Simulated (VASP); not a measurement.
**Si2Mo: single point with PBEsol**

Si2Mo:

```
Si Mo
1.0
    -1.59518    1.59518    3.91129
     1.59518   -1.59518    3.91129
     1.59518    1.59518   -3.91129
Si Mo
2 1
Direct
  0.33509 0.33509 0.00000
  0.66491 0.66491 0.00000
  0.00000 0.00000 0.00000
```

| Quantity | Value |
| --- | --- |
| Program | VASP 6.6.1 |
| Task | single point |
| Functional | PBEsol |
| Potentials or basis | VASP PAW PBE potentials, release 64 (Si, Mo_sv) |
| Cutoff | 520 eV |
| k mesh | 10 × 10 × 10 |
| Occupations | fermi-dirac, width 0.1 eV |
| Spin | no spin polarisation |

```json
{
  "Pressure": "0.3 GPa",
  "Largest force": "0.003 eV/Å",
  "Band gap on the k mesh": "zero (band 11 reaches 12.81 eV, above the bottom of band 12 at 11.87 eV)"
}
```

Forces on the atoms (eV/Å):
```
Si   0.000  0.000 -0.003
Si   0.000  0.000  0.003
Mo   0.000  0.000  0.000
```

Levels at points of the mesh, in eV from the Fermi level:
| k point | band 9 | band 10 | band 11 | band 12 | band 13 | band 14 |
| --- | --- | --- | --- | --- | --- | --- |
| (0.00, 0.00, 0.00) | -2.62 | -2.62 | 0.41 | 3.15 | 3.25 | 3.58 |
| (0.50, 0.00, 0.00) | -2.60 | -2.58 | -0.50 | 2.31 | 3.16 | 4.17 |
| (0.50, 0.50, 0.00) | -4.46 | -3.09 | -1.20 | 2.36 | 2.79 | 3.20 |
| (0.50, 0.50, 0.50) | -0.57 | -0.57 | -0.44 | -0.44 | 0.54 | 4.79 |

Wall time 36 s on 1 thread of Intel(R) Xeon(R) 6975P-C (Granite Rapids) (shared host), peak memory 0.24 GiB.

Caveat: the PAW data sets were made with another functional, which shifts forces and pressure a little.
